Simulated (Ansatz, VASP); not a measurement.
One calculation of KCl, two programs

The input POSCAR:

```
KCl
1.0
    3.8646218801      0.0000000000      0.0000000000
    0.0000000000      3.8646218801      0.0000000000
    0.0000000000      0.0000000000      3.8646218801
K Cl
1 1
Direct
    0.0000000000      0.0000000000      0.0000000000
    0.5000000000      0.5000000000      0.5000000000
```

Contents of INCAR.step1:

```
SYSTEM = KCl
PREC = Accurate
ENCUT = 520
EDIFF = 1E-5
ISMEAR = -1
SIGMA = 0.05
LREAL = .False.
LASPH = .True.
NELM = 60
ALGO = Normal
ISIF = 2
LWAVE = .True.
LCHARG = .False.
GGA = PE
NBANDS = 15
```

Contents of INCAR.step2:

```
SYSTEM = KCl
PREC = Accurate
ENCUT = 520
EDIFF = 1E-6
ISMEAR = -1
SIGMA = 0.05
LREAL = .False.
LASPH = .True.
NELM = 60
ALGO = Normal
ISIF = 2
LWAVE = .False.
LCHARG = .False.
GGA = PE
LHFCALC = .True.
HFSCREEN = 0.2079
PRECFOCK = Normal
ISTART = 1
NBANDS = 15
```

Contents of KPOINTS:

```
regular mesh
0
Gamma
  4 4 4
  0 0 0
```

File input:

```
crystal:
  lattice:
    - [3.8646218801, 0.0, 0.0]
    - [0.0, 3.8646218801, 0.0]
    - [0.0, 0.0, 3.8646218801]
  atoms:
    - { symbol: K, position: [0.0, 0.0, 0.0] }
    - { symbol: Cl, position: [0.5, 0.5, 0.5] }
hamiltonian:
  xc: hse06
  pseudopotentials: { kind: paw }
kpoints:
  mp_grid: { grid: [4, 4, 4] }
scf:
  occupations: { method: fermi_dirac, width: 0.05 }
output:
  forces: true
  stress: true
  eigenvalues: true
  write_density: true
  write_potential: true
  elf: true
  volumetric_format: npy
```

Alike in both runs: task single point; functional HSE06; k mesh 4 × 4 × 4; occupations fermi-dirac, width 0.05 eV; no spin polarisation.

|  | VASP | Ansatz |
| --- | --- | --- |
| version | VASP 6.6.1 | Ansatz 0.2.0 |
| potentials or method | VASP PAW PBE potentials, release 64 (K_sv, Cl) | Ansatz PAW |
| plane-wave cutoff (eV) | 520 | 420 |
| valence electrons in the cell | 16 | 16 |

|  | VASP | Ansatz | Ansatz less VASP |
| --- | --- | --- | --- |
| gap on the k mesh at the Fermi level (eV) | 6.03 | 6.03 | +0.001 |
| least direct gap on the mesh (eV) | 6.24 | 6.24 | 0.000 |
| pressure (GPa) | -0.8 | -0.8 | -0.01 |

The functional is the same, so the differences come from potentials, cutoffs and numerics.
